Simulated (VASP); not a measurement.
# Ge4Pd (Im-3m) in VASP: a series of runs, part 3 of 3

VASP 6.6.1.

## Step 6: Single point, PBE

This run uses another cell than the first one, of 21.12 Å³/atom, 1.066 times its volume.

The input, INCAR:

```
SYSTEM = Ge4Pd
  PREC = Accurate
  ENCUT = 520
  EDIFF = 1E-6
  ISMEAR = 0
  SIGMA = 0.1
  LREAL = .FALSE.
  LASPH = .TRUE.
  NELM = 80
  ALGO = Normal
  ISIF = 2
  LWAVE = .FALSE.
  LCHARG = .TRUE.
  GGA = PE
  LELF = .TRUE.
  LVHAR = .TRUE.
  NBANDS = 41
```

The input, KPOINTS:

```
Automatic mesh
0
G
  10 10 10
  0 0 0
```

The input, POSCAR:

```
Ge4Pd
1.0
   -2.9775630200      2.9775630200      2.9775630200
    2.9775630200     -2.9775630200      2.9775630200
    2.9775630200      2.9775630200     -2.9775630200
Ge Pd
4 1
Direct
    0.5000000000      0.5000000000      0.5000000000
    0.0000000000      0.0000000000      0.5000000000
    0.0000000000      0.5000000000      0.0000000000
    0.5000000000      0.0000000000      0.0000000000
    0.0000000000      0.0000000000      0.0000000000
```

Potentials or basis: VASP PAW PBE potentials, release 64 (Ge_d, Pd).

Command:

```
cat potpaw_PBE.64/Ge_d/POTCAR potpaw_PBE.64/Pd/POTCAR > POTCAR
mpirun -np 1 vasp_std > vasp.out
```

OUTCAR:

```text
SYSTEM = Ge4Pd
   PREC = Accurate
   ENCUT = 520
   EDIFF = 1E-6
   ISMEAR = 0
   LREAL = .FALSE.
   LASPH = .TRUE.
   NELM = 80
   ISIF = 2
   GGA = PE

 ion  position               nearest neighbor table
   1  0.500  0.500  0.500-   5 2.58   5 2.58
   2  0.000  0.000  0.500-   5 2.58   5 2.58
   3  0.000  0.500  0.000-   5 2.58   5 2.58
   4  0.500  0.000  0.000-   5 2.58   5 2.58
   5  0.000  0.000  0.000-   1 2.58   2 2.58   3 2.58   4 2.58   2 2.58   3 2.58   4 2.58   1 2.58

  LATTYP: Found a body centered cubic cell.
 ALAT       =     5.9551260400

  Lattice vectors:

 A1 = (  -2.9775630200,   2.9775630200,   2.9775630200)
 A2 = (   2.9775630200,  -2.9775630200,   2.9775630200)
 A3 = (   2.9775630200,   2.9775630200,  -2.9775630200)

Analysis of symmetry for initial positions (statically):
=====================================================================
 Subroutine PRICEL returns:
 Original cell was already a primitive cell.

 Routine SETGRP: Setting up the symmetry group for a
 body centered cubic supercell.

[... 167 lines left out ...]
  ext. energy  EPLUGINS =         0.00000000
  ---------------------------------------------------
  free energy    TOTEN  =       -22.05248570 eV

  energy without entropy =      -22.03093485  energy(sigma->0) =      -22.04171027

 E-fermi :   5.6170     XC(G=0): -10.6143

 val. band max:        5.6150419549   @ k =   0.2000   0.1000  -0.0000
 cond. band min:       5.6191670033   @ k =  -0.4000   0.5000   0.2000
 fundamental gap:      0.0041250484
 Fermi energy:         5.6170083615

 k-point     1 :       0.0000    0.0000    0.0000
  band No.  band energies     occupation
      1     -19.1458      2.00000
      2     -19.1458      2.00000
      3     -19.1135      2.00000
      4     -19.1063      2.00000
      5     -19.1063      2.00000
      6     -19.0977      2.00000
[... 1045 lines left out ...]
     40      10.9074      0.00000
     41      11.4538      0.00000

 [... further k-points ...]
[... 5 lines left out ...]
  --------------------------------------------------------------------------------------
  -------------------------------------------------------------------------------------
  Total        0.0134607      0.0134607      0.0134607      0.0000000      0.0000000      0.0000000
  in kB        0.2042373      0.2042373      0.2042373      0.0000000      0.0000000      0.0000000
  external PRESSURE =       0.2042373 kB  Pullay stress =       0.0000000 kB

 VOLUME and BASIS-vectors are now :
 -----------------------------------------------------------------------------
  energy-cutoff  :      520.00
  volume of cell :      105.59
      direct lattice vectors                 reciprocal lattice vectors
    -2.977563020  2.977563020  2.977563020     0.000000000  0.167922558  0.167922558
     2.977563020 -2.977563020  2.977563020     0.167922558  0.000000000  0.167922558
     2.977563020  2.977563020 -2.977563020     0.167922558  0.167922558  0.000000000

 POSITION                                       TOTAL-FORCE (eV/Angst)
 -----------------------------------------------------------------------------------
      1.48878      1.48878      1.48878         0.000000      0.000000     -0.000000
      1.48878      1.48878     -1.48878        -0.000000     -0.000000      0.000000
      1.48878     -1.48878      1.48878         0.000000      0.000000      0.000000
     -1.48878      1.48878      1.48878        -0.000000     -0.000000     -0.000000
      0.00000      0.00000      0.00000         0.000000      0.000000      0.000000
 -----------------------------------------------------------------------------------
    total drift:                                0.000000     -0.000000      0.000000

  FREE ENERGIE OF THE ION-ELECTRON SYSTEM (eV)
  ---------------------------------------------------
  free  energy   TOTEN  =       -22.0524857007 eV

  energy  without entropy=      -22.0309348466  energy(sigma->0) =      -22.04171027
```

Run time: 2.1 min. Hardware: 1 thread of Intel Xeon 6975P-C (Granite Rapids), shared host; peak memory 0.33 GiB.

Results:

```
Free energy            : -22.0525 eV
Pressure               : 0.0 GPa
Band gap on the k mesh : zero (band 33 reaches 6.94 eV, above the bottom of band 34 at 3.83 eV)
```

Levels at points of the mesh, in eV from the Fermi level:
```
           k point  band 29  band 30  band 31  band 32  band 33  band 34  band 35  band 36  band 37  band 38
(0.00, 0.00, 0.00)    -3.01    -2.16    -2.16    -2.16    -1.79    -1.79    -1.79     1.97     3.86     3.86
(0.50, 0.00, 0.00)    -3.17    -2.10    -1.41    -0.60     0.27     0.84     1.00     1.98     2.02     2.90
(0.50, 0.50, 0.50)    -4.82    -3.43    -2.00    -2.00     1.33     1.33     1.33     5.56     5.56     5.56
```

## Step 7: Relaxation of cell and atoms, PBE

This run uses another cell than the first one, of 21.22 Å³/atom, 1.072 times its volume.

The input, INCAR:

```
PREC = Accurate ; ENCUT = 600
EDIFF = 1E-7 ; ISMEAR = 0
SIGMA = 0.1 ; LREAL = F
LASPH = T ; NELM = 100
ALGO = Normal ; ISIF = 3
LWAVE = F ; LCHARG = F
GGA = PE ; IBRION = 2
NSW = 100 ; EDIFFG = -0.01
```

The input, KPOINTS:

```
Automatic mesh
0
Gamma
  10 10 10
```

Changes to POSCAR since step 6:

```diff
@@ -2,5 +2,5 @@
 1.0
-   -2.9775630200      2.9775630200      2.9775630200
-    2.9775630200     -2.9775630200      2.9775630200
-    2.9775630200      2.9775630200     -2.9775630200
+   -2.9823020286      2.9823020286      2.9823020286
+    2.9823020286     -2.9823020286      2.9823020286
+    2.9823020286      2.9823020286     -2.9823020286
 Ge Pd
```

Command:

```
cat potpaw_PBE.64/Ge_d/POTCAR potpaw_PBE.64/Pd/POTCAR > POTCAR
mpirun -np 1 vasp_std > vasp.out
```

Run time: 4.4 min. Hardware: 1 thread of Intel Xeon 6975P-C (Granite Rapids), shared host; peak memory 0.39 GiB.

The run converged. Its results:

* Free energy: -22.0532 eV
* Relaxed volume: 21.14 Å³/atom
* Relaxed cell: a = 5.159 Å, b = 5.159 Å, c = 5.159 Å, α = 109.47°, β = 109.47°, γ = 109.47°
* Space group after relaxing (to 0.05 Å): Im-3m (No. 229)
* Energy gained by relaxing: 0.1 meV/atom
* Ionic steps: 3
* Pressure after relaxing: 0.0 GPa
* Band gap on the k mesh: zero (band 33 reaches 6.93 eV, above the bottom of band 34 at 3.81 eV)

The path:
```tsv
step	energy change (eV)	largest force (eV/Å)	pressure (GPa)	volume (Å³)
1	0.0000	0.0000	-0.25	106.10
2	-0.0003	0.0000	0.08	105.59
3	-0.0003	0.0000	-0.02	105.71
```

Final structure:
```
CELL_PARAMETERS angstrom
-2.97869 2.97869 2.97869
2.97869 -2.97869 2.97869
2.97869 2.97869 -2.97869
ATOMIC_POSITIONS crystal
Ge 0.50000 0.50000 0.50000
Ge 0.00000 0.00000 0.50000
Ge 0.00000 0.50000 0.00000
Ge 0.50000 0.00000 0.00000
Pd 0.00000 0.00000 0.00000
```

Levels at points of the mesh, in eV from the Fermi level:
```csv
k point,band 29,band 30,band 31,band 32,band 33,band 34,band 35,band 36,band 37,band 38
"(0.00, 0.00, 0.00)",-3.01,-2.15,-2.15,-2.15,-1.79,-1.79,-1.79,1.97,3.86,3.86
"(0.50, 0.00, 0.00)",-3.16,-2.10,-1.41,-0.59,0.27,0.84,1.00,1.98,2.02,2.89
"(0.50, 0.50, 0.50)",-4.81,-3.43,-2.00,-2.00,1.32,1.32,1.32,5.56,5.56,5.56
```

## Step 8: The runs side by side

```csv
task,spin,cell,k mesh,cutoff (eV),gap on the mesh (eV),pressure (GPa),relaxed volume (Å³/atom)
single point,off,"a = 5.048 Å, angles 109.5°, 5 atoms",4 × 4 × 4,520,none,5.1,-
single point,off,"a = 5.165 Å, angles 109.5°, 5 atoms",4 × 4 × 4,520,none,0.1,-
relaxation of cell and atoms,off,"relaxed from a = 5.048 Å, angles 109.5°, 5 atoms",4 × 4 × 4,600,none,0.0,21.28
single point,"collinear, ferromagnetic start","a = 5.165 Å, angles 109.5°, 5 atoms",4 × 4 × 4,520,none,0.1,-
single point,off,"a = 5.157 Å, angles 109.5°, 5 atoms",10 × 10 × 10,520,none,0.0,-
relaxation of cell and atoms,off,"relaxed from a = 5.165 Å, angles 109.5°, 5 atoms",10 × 10 × 10,600,none,0.0,21.14
```

Alike in all rows: level PBE; potentials or basis VASP PAW PBE potentials, release 64 (Ge_d, Pd); smearing gaussian 0.1 eV.

Caveats: some runs use coarse meshes.

Absolute energies hang on the potentials; compare differences alone.
